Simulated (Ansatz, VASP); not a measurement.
Given: the input of a run of VASP 6.6.1 on Nb.

File INCAR:

```
SYSTEM = Nb
PREC = Accurate ; ENCUT = 500
EDIFF = 1E-6 ; ISMEAR = 0
SIGMA = 0.019000000000000003 ; LREAL = .False.
LASPH = .True. ; NELM = 120
ALGO = Normal ; ISIF = 2
LWAVE = .False. ; LCHARG = .False.
GGA = PE ; NBANDS = 12
GGA_COMPAT = .False.
```

File KPOINTS:

```
Automatic mesh
0
Gamma
  11 11 11
  0 0 0
```

POSCAR

```
Nb
1.0
   -1.6639500000      1.6639500000      1.6639500000
    1.6639500000     -1.6639500000      1.6639500000
    1.6639500000      1.6639500000     -1.6639500000
Nb
1
Direct
    0.0000000000      0.0000000000      0.0000000000
```

Potentials or basis: VASP PAW PBE potentials, release 64 (Nb_sv).

The run is started by

```sh
$ cat potpaw_PBE.64/Nb_sv/POTCAR > POTCAR
$ mpirun -np 1 vasp_std > vasp.out
```

Problem. Set up the same calculation for Ansatz 0.2.0. Potentials there: all-electron LAPW, scalar-relativistic.

Solution. As run (the cutoff follows the program's own potentials):

File input.yaml:

```yaml
crystal:
  lattice:
    - [-1.66395, 1.66395, 1.66395]
    - [1.66395, -1.66395, 1.66395]
    - [1.66395, 1.66395, -1.66395]
  atoms:
    - { symbol: Nb, position: [0.0, 0.0, 0.0] }
kpoints:
  mp_grid: { grid: [11, 11, 11] }
scf:
  occupations: { method: gaussian, width: 0.019 }
hamiltonian:
  xc: pbe
  pseudopotentials: { kind: all_electron, lapw: { basis_error: 0.001 } }
output:
  forces: true
  stress: true
  eigenvalues: true
```

Potentials or basis: all-electron LAPW, scalar-relativistic.

Command:

```bash
$ ansatz run input.yaml --threads 1 --pin off --max-ram 3072MiB --backend cpu --events-out ev --progress --plain --runs-dir out
```

Both were run:

|  | VASP | Ansatz | Ansatz less VASP |
| --- | --- | --- | --- |
| gap on the k mesh at the Fermi level (eV) | none | none | - |
| pressure (GPa) | -2.1 | -1.7 | +0.38 |

A gap of «none» marks a metal or a gap that the smearing closes. Ansatz ran all-electron here, and VASP with PAW potentials.
